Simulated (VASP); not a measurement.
# Pt (Fm-3m) in VASP: notebook

Pt is run at these levels: LDA; tasks: single point, relaxation of cell and atoms.

All numbers are computed with VASP 6.6.1; they aren't measurements. Logs are shortened: lines on timing, memory, paths and dates and some standing lists are left out, and cuts for length are marked.

## Step 1: The cell of the first run

It takes space group Fm-3m (No. 225, cubic). The conventional cell has a = 3.892 Å, b = 3.892 Å, c = 3.892 Å, α = 90.00°, β = 90.00°, γ = 90.00°. Within 3.6 Å of Pt (site symmetry m-3m) lie 12 Pt at 2.75 Å.

## Step 2: Single point, LDA

Input file INCAR:

```
PREC     = Accurate       # precision mode
ENCUT    = 500            # plane-wave cutoff, eV
EDIFF    = 1E-6           # SCF threshold, eV
ISMEAR   = 0              # smearing method
SIGMA    = 0.05           # smearing width, eV
LREAL    = F              # projectors in reciprocal space
LASPH    = T              # aspherical terms in the spheres
NELM     = 120            # most SCF steps
ALGO     = Normal         # electronic algorithm
ISIF     = 2              # what is computed and relaxed
LWAVE    = F              # write WAVECAR
LCHARG   = F              # write CHGCAR
NBANDS   = 11             # bands
GGA_COMPAT= F
```

Input file KPOINTS:

```
Automatic mesh
0
Gamma
  9 9 9
```

Input file POSCAR:

```
Pt
1.0
    0.0000000000      1.9458101726      1.9458101726
    1.9458101726      0.0000000000      1.9458101726
    1.9458101726      1.9458101726      0.0000000000
Pt
1
Direct
    0.0000000000      0.0000000000      0.0000000000
```

Potentials or basis: VASP PAW LDA potentials, release 64 (Pt).

Run with:

```bash
$ cat potpaw_LDA.64/Pt/POTCAR > POTCAR
$ mpirun -np 1 vasp_std > vasp.out
```

OUTCAR:

```text
PREC = Accurate
   ENCUT = 500
   EDIFF = 1E-6
   ISMEAR = 0
   LREAL = F
   LASPH = T
   NELM = 120
   ISIF = 2

 ion  position               nearest neighbor table
   1  0.000  0.000  0.000-

  LATTYP: Found a face centered cubic cell.
 ALAT       =     3.8916203452

  Lattice vectors:

 A1 = (   0.0000000000,   1.9458101726,   1.9458101726)
 A2 = (   1.9458101726,   0.0000000000,   1.9458101726)
 A3 = (   1.9458101726,   1.9458101726,   0.0000000000)

Analysis of symmetry for initial positions (statically):
=====================================================================
 Subroutine PRICEL returns:
 Original cell was already a primitive cell.

 Routine SETGRP: Setting up the symmetry group for a
 face centered cubic supercell.

 Subroutine GETGRP returns: Found 48 space group operations
 (whereof 48 operations were pure point group operations)
 out of a pool of 48 trial point group operations.

The static configuration has the point symmetry O_h .

Analysis of symmetry for dynamics (positions and initial velocities):
=====================================================================
 Subroutine PRICEL returns:
 Original cell was already a primitive cell.

 Routine SETGRP: Setting up the symmetry group for a
 face centered cubic supercell.

 Subroutine GETGRP returns: Found 48 space group operations
 (whereof 48 operations were pure point group operations)
 out of a pool of 48 trial point group operations.

The dynamic configuration has the point symmetry O_h .

 Subroutine INISYM returns: Found 48 space group operations
 (whereof 48 operations are pure point group operations),
 and found     1 'primitive' translations

----------------------------------------------------------------------------------------

                                     Primitive cell

  volume of cell :      14.7344

  direct lattice vectors                    reciprocal lattice vectors
     0.000000000  1.945810173  1.945810173    -0.256962373  0.256962373  0.256962373
     1.945810173  0.000000000  1.945810173     0.256962373 -0.256962373  0.256962373
     1.945810173  1.945810173  0.000000000     0.256962373  0.256962373 -0.256962373

  length of vectors
     2.751791136  2.751791136  2.751791136     0.445071886  0.445071886  0.445071886

  position of ions in fractional coordinates (direct lattice)
     0.000000000  0.000000000  0.000000000

  ion indices of the primitive-cell ions
   primitive index   ion index
                 1           1

[... 78 lines left out ...]
   ISYM   =      2    0-nonsym 1-usesym 2-fastsym
   POTIM  = 0.5000    time-step for ionic-motion
   TEBEG  =    0.0;   TEEND  =   0.0 temperature during run
   PSTRESS=    0.0 pullay stress
   NELECT =      10.0000    total number of electrons
   NUPDOWN=      -1.0000    fix difference up-down
   EMIN   =  10.00;   EMAX   =-10.00  energy-range for DOS
   EFERMI =   0.00;   METHOD = LEGACY
   ISMEAR =     0;   SIGMA  =   0.05  broadening in eV -4-tet -1-fermi 0-gaus
   EFERMI_NEDOS =   21; number of points for ismear=-14 and -15
   IALGO  =     38    algorithm
   IMIX   =      4    mixing-type and parameters
     AMIX     =   0.40;   BMIX     =  1.00
     AMIX_MAG =   1.60;   BMIX_MAG =  1.00
  volume/ion in A,a.u.               =      14.73        99.43
  Fermi-wavevector in a.u.,A,eV,Ry     =   1.438681  2.718712 28.161361  2.069802
  Thomas-Fermi vector in A             =   2.557620
   LORBIT       =      0    0 simple, 1 ext, 2 COOP (PROOUT), +10 PAW based schemes
   GGA     = CA    functional components
   LHFCALC =     F    Hartree Fock is set to
   AEXX    =    0.0000 exact exchange contribution
   IVDW    =     0    specifies the selected vdW correction
   LEPSILON=     F    determine dielectric tensor
   LRPA    =     F    only Hartree local field effects (RPA)
 non-spin polarized calculation
 Gauss-broadening in eV      SIGMA  =   0.05
  energy-cutoff  :      500.00
  volume of cell :       14.73
 maximum number of plane-waves:       385
   NGX =  9   NGY =  9   NGZ =  9

 number of electron      10.0000000 magnetization

 Free energy of the ion-electron system (eV)
  ---------------------------------------------------
  ext. energy  EPLUGINS =         0.00000000
  ---------------------------------------------------
  free energy    TOTEN  =        -7.53735981 eV

  energy without entropy =       -7.53613911  energy(sigma->0) =       -7.53674946

 E-fermi :  11.6226     XC(G=0): -13.8217

 val. band max:       11.5778358896   @ k =   0.4444   0.4444   0.0000
 cond. band min:      11.6340364146   @ k =   0.4444   0.1111   0.0000
 fundamental gap:      0.0562005250
 Fermi energy:        11.6225709512

 k-point     1 :       0.0000    0.0000    0.0000
  band No.  band energies     occupation
      1       1.0882      2.00000
      2       7.6358      2.00000
      3       7.6358      2.00000
      4       7.6358      2.00000
      5       9.9174      2.00000
      6       9.9174      2.00000
      7      26.1466      0.00000
      8      31.2051      0.00000
      9      31.2051      0.00000
     10      31.2051      0.00000
     11      36.7427      0.00000
[... 309 lines left out ...]
 k-point    24 :       0.4444    0.4444    0.0000
  band No.  band energies     occupation
      1       4.3095      2.00000
      2       4.7675      2.00000
      3      11.5778      1.79424
      4      11.8849      0.00000
      5      11.8849      0.00000
      6      12.5011      0.00000
      7      21.7964      0.00000
      8      23.4234      0.00000
      9      23.4234      0.00000
     10      31.8721      0.00000
     11      35.2165      0.00000

 [... further k-points ...]

------------------------ aborting loop because EDIFF is reached ----------------------------------------

  FORCE on cell =-STRESS in cart. coord.  units (eV):
  Direction    XX          YY          ZZ          XY          YZ          ZX
  --------------------------------------------------------------------------------------
  -------------------------------------------------------------------------------------
  Total        0.0736996      0.0736996      0.0736996      0.0000000     -0.0000000      0.0000000
  in kB        8.0139070      8.0139070      8.0139070      0.0000000     -0.0000000      0.0000000
  external PRESSURE =       8.0139070 kB  Pullay stress =       0.0000000 kB

 VOLUME and BASIS-vectors are now :
 -----------------------------------------------------------------------------
  energy-cutoff  :      500.00
  volume of cell :       14.73
      direct lattice vectors                 reciprocal lattice vectors
     0.000000000  1.945810173  1.945810173    -0.256962373  0.256962373  0.256962373
     1.945810173  0.000000000  1.945810173     0.256962373 -0.256962373  0.256962373
     1.945810173  1.945810173  0.000000000     0.256962373  0.256962373 -0.256962373

 POSITION                                       TOTAL-FORCE (eV/Angst)
 -----------------------------------------------------------------------------------
      0.00000      0.00000      0.00000         0.000000      0.000000      0.000000
 -----------------------------------------------------------------------------------
    total drift:                                0.000000      0.000000      0.000000

  FREE ENERGIE OF THE ION-ELECTRON SYSTEM (eV)
  ---------------------------------------------------
  free  energy   TOTEN  =        -7.5373598096 eV

  energy  without entropy=       -7.5361391066  energy(sigma->0) =       -7.53674946
```

OSZICAR:

```text
N       E                     dE             d eps       ncg     rms          rms(c)
DAV:   1     0.348661928921E+02    0.34866E+02   -0.51163E+03   810   0.809E+02
DAV:   2    -0.736368694217E+01   -0.42230E+02   -0.40660E+02   898   0.171E+02
DAV:   3    -0.796045127190E+01   -0.59676E+00   -0.59588E+00   881   0.186E+01
DAV:   4    -0.796278139246E+01   -0.23301E-02   -0.23300E-02   901   0.141E+00
DAV:   5    -0.796279913182E+01   -0.17739E-04   -0.17739E-04   911   0.111E-01    0.141E+01
DAV:   6    -0.758569477454E+01    0.37710E+00   -0.90835E-01   848   0.734E+00    0.727E+00
DAV:   7    -0.754199061832E+01    0.43704E-01   -0.12997E-01   896   0.276E+00    0.264E+00
DAV:   8    -0.753742760680E+01    0.45630E-02   -0.32089E-03   854   0.546E-01    0.409E-01
DAV:   9    -0.753735707656E+01    0.70530E-04   -0.80640E-05   916   0.652E-02    0.114E-02
DAV:  10    -0.753735982170E+01   -0.27451E-05   -0.16082E-06   852   0.897E-03    0.604E-03
DAV:  11    -0.753735980963E+01    0.12069E-07   -0.24496E-08   493   0.124E-03
   1 F= -.75373598E+01 E0= -.75367495E+01  d E =-.122070E-02
```

stdout:

```text
POSCAR found type information on POSCAR Pt
 POSCAR found :  1 types and       1 ions
 scaLAPACK will be used
 LDA part: xc-table for (Slater(with rela. corr.)+CA(PZ))
 , standard interpolation
 POSCAR, INCAR and KPOINTS ok, starting setup
 FFT: planning ... GRIDC
 FFT: planning ... GRID_SOFT
 FFT: planning ... GRID
 WAVECAR not read
 entering main loop
```

Wall time 2.8 s (1 thread of Intel Xeon 6975P-C (Granite Rapids), shared host); peak memory 0.12 GiB.

What came out:

```
Free energy            : -7.5374 eV
Pressure               : 0.8 GPa
Band gap on the k mesh : zero (bands 5 and 6 overlap by 2.15 eV)
```

Levels at points of the mesh, in eV from the Fermi level:
```csv
k point,band 1,band 2,band 3,band 4,band 5,band 6,band 7,band 8,band 9,band 10
"(0.00, 0.00, 0.00)",-10.53,-3.99,-3.99,-3.99,-1.71,-1.71,14.52,19.58,19.58,19.58
```

Caveat: spin-orbit coupling is left out, which moves the levels of the heavy elements.

## Step 3: Relaxation of cell and atoms, LDA

This run uses another cell than the first one, of 15.06 Å³/atom.

Input file INCAR:

```
SYSTEM = Pt
ALGO     = Normal         ! electronic algorithm
EDIFF    = 1E-7           ! SCF threshold, eV
EDIFFG   = -0.02          ! ionic threshold
ENCUT    = 500            ! plane-wave cutoff, eV
GGA      = CA             ! functional
GGA_COMPAT= .False.      
IBRION   = 2              ! ionic algorithm
ISIF     = 3              ! what is computed and relaxed
ISMEAR   = 0              ! smearing method
LASPH    = .True.         ! aspherical terms in the spheres
LCHARG   = .False.        ! write CHGCAR
LREAL    = .False.        ! projectors in reciprocal space
LWAVE    = .False.        ! write WAVECAR
NELM     = 120            ! most SCF steps
NELMIN   = 4            
NSW      = 80             ! ionic steps
PREC     = Accurate       ! precision mode
SIGMA    = 0.05           ! smearing width, eV
```

Input file KPOINTS:

```
k-points
0
Gamma
  9 9 9
  0 0 0
```

Input file POSCAR:

```
Pt
1.0
    0.0000000000      1.9600000000      1.9600000000
    1.9600000000      0.0000000000      1.9600000000
    1.9600000000      1.9600000000      0.0000000000
Pt
1
Direct
    0.0000000000      0.0000000000      0.0000000000
```

Potentials or basis: VASP PAW LDA potentials, release 64 (Pt).

Run with:

```bash
$ cat potpaw_LDA.64/Pt/POTCAR > POTCAR
$ mpirun -np 1 vasp_std > vasp.out
```

OUTCAR:

```text
SYSTEM = Pt
   EDIFF = 1E-7
   EDIFFG = -0.02
   ENCUT = 500
   GGA = CA
   IBRION = 2
   ISIF = 3
   ISMEAR = 0
   LASPH = .True.
   LREAL = .False.
   NELM = 120
   NELMIN = 4
   NSW = 80
   PREC = Accurate

 ion  position               nearest neighbor table
   1  0.000  0.000  0.000-

  LATTYP: Found a face centered cubic cell.
 ALAT       =     3.9200000000

  Lattice vectors:

 A1 = (   0.0000000000,   1.9600000000,   1.9600000000)
 A2 = (   1.9600000000,   0.0000000000,   1.9600000000)
 A3 = (   1.9600000000,   1.9600000000,   0.0000000000)

Analysis of symmetry for initial positions (statically):
=====================================================================
 Subroutine PRICEL returns:
 Original cell was already a primitive cell.
[... 253 lines left out ...]
 fundamental gap:      0.0558925255
 Fermi energy:        11.5617185417

 k-point     1 :       0.0000    0.0000    0.0000
  band No.  band energies     occupation
      1       1.0625      2.00000
      2       7.5947      2.00000
      3       7.5947      2.00000
      4       7.5947      2.00000
      5       9.8652      2.00000
      6       9.8652      2.00000
      7      26.0963      0.00000
      8      31.1374      0.00000
      9      31.1374      0.00000
[... 265 lines left out ...]
 k-point    24 :       0.4444    0.4444    0.0000
  band No.  band energies     occupation
      1       4.2834      2.00000
      2       4.7397      2.00000
      3      11.5173      1.79135
      4      11.8228      0.00000
      5      11.8228      0.00000
      6      12.4466      0.00000
      7      21.7021      0.00000
      8      23.3520      0.00000
      9      23.3520      0.00000

 [... further k-points ...]

------------------------ aborting loop because EDIFF is reached ----------------------------------------

  FORCE on cell =-STRESS in cart. coord.  units (eV):
  Direction    XX          YY          ZZ          XY          YZ          ZX
  --------------------------------------------------------------------------------------
  -------------------------------------------------------------------------------------
  Total       -0.0132358     -0.0132358     -0.0132358     -0.0000000      0.0000000      0.0000000
  in kB       -1.4349123     -1.4349123     -1.4349123     -0.0000000      0.0000000      0.0000000
  external PRESSURE =      -1.4349123 kB  Pullay stress =       0.0000000 kB
[... 16 lines left out ...]
  FREE ENERGIE OF THE ION-ELECTRON SYSTEM (eV)
  ---------------------------------------------------
  free  energy   TOTEN  =        -7.5377379457 eV

  energy  without entropy=       -7.5365111717  energy(sigma->0) =       -7.53712456

 reached required accuracy - stopping structural energy minimisation
```

OSZICAR:

```text
N       E                     dE             d eps       ncg     rms          rms(c)
DAV:   1     0.324459034839E+02    0.32446E+02   -0.54572E+03   678   0.101E+03
DAV:   2    -0.755865832939E+01   -0.40005E+02   -0.38508E+02   677   0.181E+02
DAV:   3    -0.796123342356E+01   -0.40258E+00   -0.38980E+00   758   0.179E+01
[... 21 lines left out ...]
DAV:   3    -0.753714343875E+01    0.17098E-01   -0.81450E-02   662   0.243E+00    0.986E-01
DAV:   4    -0.753763384272E+01   -0.49040E-03   -0.21055E-03   710   0.342E-01    0.192E-01
DAV:   5    -0.753772646050E+01   -0.92618E-04   -0.95066E-05   802   0.580E-02    0.264E-02
DAV:   6    -0.753773788493E+01   -0.11424E-04   -0.38845E-06   715   0.117E-02    0.225E-03
DAV:   7    -0.753773794571E+01   -0.60777E-07   -0.50014E-08   616   0.182E-03
   3 F= -.75377379E+01 E0= -.75371246E+01  d E =-.516702E-02
```

It took 5.2 s on 1 thread of Intel Xeon 6975P-C (Granite Rapids), shared host; peak memory 0.13 GiB.

Results:

| Quantity | Value |
| --- | --- |
| Free energy | -7.5377 eV |
| Relaxed volume | 14.78 Å³/atom |
| Relaxed cell | a = 2.755 Å, b = 2.755 Å, c = 2.755 Å, α = 60.00°, β = 60.00°, γ = 60.00° |
| Space group after relaxing (to 0.1 Å) | Fm-3m (No. 225) |
| Energy gained by relaxing | 5.2 meV/atom |
| Ionic steps | 3 |
| Pressure after relaxing | -0.1 GPa |
| Band gap on the k mesh | zero (bands 5 and 6 overlap by 2.14 eV) |

The path:
```csv
step,energy change (eV),largest force (eV/Å),pressure (GPa),volume (Å³)
1,0.0000,0.0000,-5.65,15.06
2,0.0471,0.0000,21.21,13.93
3,-0.0052,0.0000,-0.14,14.78
```

Final structure:
```
Pt
1.0
     0.00000    1.94776    1.94776
     1.94776    0.00000    1.94776
     1.94776    1.94776    0.00000
Pt
1
Cartesian
  0.0000 0.0000 0.0000
```

Caveat: spin-orbit coupling is left out, which moves the levels of the heavy elements.
